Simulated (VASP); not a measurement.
Write the native input for VASP 6.6.1 that does the following.

| Quantity | Value |
| --- | --- |
| Task | relaxation of cell and atoms |
| Functional | PBE |
| Potentials or basis | VASP PAW PBE potentials, release 64 (Ag) |
| Cutoff | 600 eV |
| k mesh | 18 × 18 × 18 |
| Occupations | gaussian, width 0.1 eV |
| Spin | no spin polarisation |
| Dipole correction | no |
| Further INCAR settings | ALGO = Fast; EDIFF = 1e-06; IBRION = 2; EDIFFG = -0.005; NSW = 100; ISIF = 3 |

The structure of Ag lies in POSCAR:

```
Ag
1.0
    0.0000000000      2.0521781806      2.0521781806
    2.0521781806      0.0000000000      2.0521781806
    2.0521781806      2.0521781806      0.0000000000
Ag
1
Direct
    0.0000000000      0.0000000000      0.0000000000
```

One way to write it, as run:

INCAR

```
SYSTEM = Ag
PREC = Accurate ; ENCUT = 600
EDIFF = 1E-6 ; ISMEAR = 0
SIGMA = 0.1 ; LREAL = .FALSE.
LASPH = .TRUE. ; NELM = 80
ALGO = Fast ; ISIF = 3
LWAVE = .FALSE. ; LCHARG = .FALSE.
GGA = PE ; IBRION = 2
NSW = 100 ; EDIFFG = -0.005
```

KPOINTS

```
regular mesh
0
G
  18 18 18
  0 0 0
```

Potentials or basis: VASP PAW PBE potentials, release 64 (Ag).

The run is started by

```console
$ cat potpaw_PBE.64/Ag/POTCAR > POTCAR
$ mpirun -np 1 vasp_std > vasp.out
```

Results of the run:

| Quantity | Value |
| --- | --- |
| Relaxed volume | 17.80 Å³/atom |
| Relaxed cell | a = 2.931 Å, b = 2.931 Å, c = 2.931 Å, α = 60.00°, β = 60.00°, γ = 60.00° |
| Space group after relaxing (to 0.1 Å) | Fm-3m (No. 225) |
| Energy gained by relaxing | 4.6 meV/atom |
| Ionic steps | 15 |
| Pressure after relaxing | 0.0 GPa |
| Band gap on the k mesh | zero (an odd number of electrons rules out a gap without spin polarisation) |

Run time: 2 min on 1 thread of Intel(R) Xeon(R) Platinum 8375C CPU @ 2.90GHz (Ice Lake), on a shared host, peak memory 0.18 GiB.
